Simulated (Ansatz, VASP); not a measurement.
**C: VASP beside Ansatz**

```
C
1.0
     0.00000    2.11665    3.35975
     1.16776    0.00000    3.35975
     1.16776    2.11665    0.00000
C
2
Direct
  0.16671 0.83329 0.16671
  0.83329 0.16671 0.83329
```

Change from the starting cell: strain -0.0450 x Voigt [1, 0, 0, 0, 0, 0], atoms carried along.

Alike in both runs: task single point; functional LDA; k mesh 16 × 16 × 16; occupations gaussian, width 0.03 eV; no spin polarisation.

|  | VASP | Ansatz |
| --- | --- | --- |
| version | VASP 6.6.1 | Ansatz 0.2.0 |
| potentials or method | VASP PAW LDA potentials, release 64 (C), cutoff 520 eV | scalar-relativistic, plane waves, PAW |
| valence electrons in the cell | 8 | 8 |

|  | VASP | Ansatz | Ansatz less VASP |
| --- | --- | --- | --- |
| gap on the k mesh at the Fermi level (eV) | 0.06 | 0.06 | +0.004 |
| least direct gap on the mesh (eV) | 0.06 | 0.06 | +0.004 |
| pressure (GPa) | 23.3 | 22.5 | -0.82 |
| traceless stress, the component that is largest in VASP (GPa) | 35.75 | 35.28 | -0.470 |
| rms of the force components (eV/Å) | 0.486 | 0.486 | -0.0003 |

LDA's correlation is that of Perdew and Zunger in VASP and of Perdew and Wang (1992) in Ansatz. Atom by atom the forces differ by 0.000 eV/Å (rms over components).
